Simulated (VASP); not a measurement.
Set up this calculation in VASP 6.6.1, as the native input.

* Task: single point
* Functional: PBE0
* Potentials or basis: VASP PAW PBE potentials, release 64 (Au)
* Cutoff: 520 eV
* k mesh: 6 × 6 × 6
* Occupations: fermi-dirac, width 0.05 eV
* Spin: no spin polarisation
* Dipole correction: no
* Grid for exact exchange (PRECFOCK): Normal
* Further INCAR settings: ALGO = Normal; EDIFF = 1e-06; NBANDS = 12
* Share of exact exchange: 0.25

Crystal: Au.

```
Au
1.0
     0.00000    2.00750    2.00750
     2.00750    0.00000    2.00750
     2.00750    2.00750    0.00000
Au
1
Cartesian
  0.0000 0.0000 0.0000
```

These files were run (other wordings do the same):

POSCAR

```
Au
1.0
    0.0000000000      2.0074966285      2.0074966285
    2.0074966285      0.0000000000      2.0074966285
    2.0074966285      2.0074966285      0.0000000000
Au
1
Direct
    0.0000000000      0.0000000000      0.0000000000
```

INCAR.step1

```
PREC     = Accurate       # precision mode
ENCUT    = 520            # plane-wave cutoff, eV
EDIFF    = 1E-5           # SCF threshold, eV
ISMEAR   = -1             # smearing method
SIGMA    = 0.05           # smearing width, eV
LREAL    = F              # projectors in reciprocal space
LASPH    = T              # aspherical terms in the spheres
NELM     = 80             # most SCF steps
ALGO     = Normal         # electronic algorithm
ISIF     = 2              # what is computed and relaxed
LWAVE    = T              # write WAVECAR
NBANDS   = 12             # bands
GGA      = PE             # functional
```

INCAR.step2

```
PREC     = Accurate       # precision mode
ENCUT    = 520            # plane-wave cutoff, eV
EDIFF    = 1E-6           # SCF threshold, eV
ISMEAR   = -1             # smearing method
SIGMA    = 0.05           # smearing width, eV
LREAL    = F              # projectors in reciprocal space
LASPH    = T              # aspherical terms in the spheres
NELM     = 80             # most SCF steps
ALGO     = Normal         # electronic algorithm
ISIF     = 2              # what is computed and relaxed
LWAVE    = F              # write WAVECAR
LCHARG   = T              # write CHGCAR
GGA      = PE             # functional
LHFCALC  = T              # exact exchange
AEXX     = 0.25           # exact-exchange fraction
PRECFOCK = Normal       
LELF     = T              # ELF
LVHAR    = T            
NBANDS   = 12             # bands
ISTART   = 1
```

KPOINTS

```
regular mesh
0
Gamma
  6 6 6
```

Potentials or basis: VASP PAW PBE potentials, release 64 (Au).

Launch:

```console
$ cat potpaw_PBE.64/Au/POTCAR > POTCAR
$ cp INCAR.step1 INCAR
$ mpirun -np 1 vasp_std > vasp.out
$ cp INCAR.step2 INCAR
$ mpirun -np 1 vasp_std > vasp.out
```

Results of the run:

```
Pressure               : 17.5 GPa
Band gap on the k mesh : zero (an odd number of electrons rules out a gap without spin polarisation)
```

Caveat: the k points lie up to 0.45 Å⁻¹ apart, too coarse for converged energies and pressures of a metal; the PAW data sets were made with another functional, which shifts forces and pressure a little; spin-orbit coupling is left out, which moves the levels of the heavy elements.

Run time: 3.1 min on 1 thread of Intel(R) Xeon(R) 6975P-C (Granite Rapids), with other jobs on the host, peak memory 0.16 GiB.
